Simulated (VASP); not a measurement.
Input of a VASP 6.6.1 run:

POSCAR

```
Sb
1.0
    0.0000000000      3.2448122108      3.2448122108
    3.2448122108      0.0000000000      3.2448122108
    3.2448122108      3.2448122108      0.0000000000
Sb
2
Direct
    0.5000000000      0.5000000000      0.5000000000
    0.7500000000      0.7500000000      0.7500000000
```

Contents of INCAR.step1:

```
SYSTEM = Sb
PREC = Accurate ; ENCUT = 550
ISMEAR = 0 ; SIGMA = 0.1
LREAL = .False. ; LASPH = .True.
NELM = 120 ; GGA = PE
ALGO = Normal ; EDIFF = 1E-5
LWAVE = .True. ; LCHARG = .False.
GGA_COMPAT = .False. ; IBRION = 2
ISIF = 3 ; EDIFFG = -0.005
NELMIN = 4 ; NSW = 100
```

File INCAR.step2:

```
SYSTEM = Sb
PREC = Accurate ; ENCUT = 550
EDIFF = 1E-7 ; ISMEAR = 0
SIGMA = 0.1 ; LREAL = .False.
LASPH = .True. ; NELM = 120
ALGO = Normal ; ISIF = 3
LWAVE = .False. ; LCHARG = .False.
METAGGA = R2SCAN ; LMIXTAU = .True.
IBRION = 2 ; NSW = 90
EDIFFG = -0.04 ; ISTART = 1
GGA_COMPAT = .False. ; NELMIN = 4
```

The input KPOINTS:

```
regular mesh
0
Gamma
  4 4 4
  0 0 0
```

Potentials or basis: VASP PAW PBE potentials, release 64 (Sb_d_GW).

Launch:

```bash
$ cat potpaw_PBE.64/Sb_d_GW/POTCAR > POTCAR
$ cp INCAR.step1 INCAR
$ mpirun -np 1 vasp_std > vasp.out
$ cp INCAR.step2 INCAR
$ mpirun -np 1 vasp_std > vasp.out
```

(1) What does it give for the relaxed volume?

(2) Predict the relaxed cell.

(3) What does it give for the band gap on the k mesh?

## Answers

(1) 40.97 Å³/atom.

(2) a = 4.875 Å, b = 4.875 Å, c = 4.875 Å, α = 60.00°, β = 60.00°, γ = 60.00°.

(3) zero (bands 15 and 16 overlap by 1.39 eV).

Caveat: the k points lie up to 0.39 Å⁻¹ apart in the final cell, too coarse for converged energies and pressures of a metal; the volume moved by over 15 % at a fixed basis, so the end points are rough; the PAW data sets were made with another functional, which shifts forces and pressure a little; spin-orbit coupling is left out, which moves the levels of the heavy elements.
